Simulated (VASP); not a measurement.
Ga4AsN3, 8 atoms in the cell. Symmetry: P-43m, No. 215, cubic system. The conventional cell has a = 4.800 Å, b = 4.800 Å, c = 4.800 Å, α = 90.00°, β = 90.00°, γ = 90.00°. N (site symmetry -42m) has 4 Ga at 2.02 Å within 2.7 Å. Ga (site symmetry 3m) has 3 N at 2.02 Å and 1 As at 2.27 Å within 2.7 Å. As (site symmetry -43m) has 4 Ga at 2.27 Å within 3.0 Å. 

- Program: VASP 6.6.1
- Task: single point
- Functional: r2SCAN
- Potentials or basis: VASP PAW PBE potentials, release 64 (N, Ga_d, As)
- Cutoff: 520 eV
- k mesh: 4 × 4 × 4
- Occupations: fermi-dirac, width 0.02 eV
- Spin: no spin polarisation
- Dipole correction: no
- Further INCAR settings: ALGO = Normal; EDIFF = 1e-06; NBANDS = 46

Potentials or basis: VASP PAW PBE potentials, release 64 (N, Ga_d, As).

Run with:

```console
$ cat potpaw_PBE.64/N/POTCAR potpaw_PBE.64/Ga_d/POTCAR potpaw_PBE.64/As/POTCAR > POTCAR
$ cp INCAR.step1 INCAR
$ mpirun -np 1 vasp_std > vasp.out
$ cp INCAR.step2 INCAR
$ mpirun -np 1 vasp_std > vasp.out
```

Hardware: 1 thread of Intel(R) Xeon(R) Platinum 8375C CPU @ 2.90GHz (Ice Lake), with other jobs on the host.

Q: Estimate the wall time of this run.

A: Run time: 2.2 min on 1 thread of Intel(R) Xeon(R) Platinum 8375C CPU @ 2.90GHz (Ice Lake), with other jobs on the host, peak memory 0.23 GiB. Counts: k points 10.
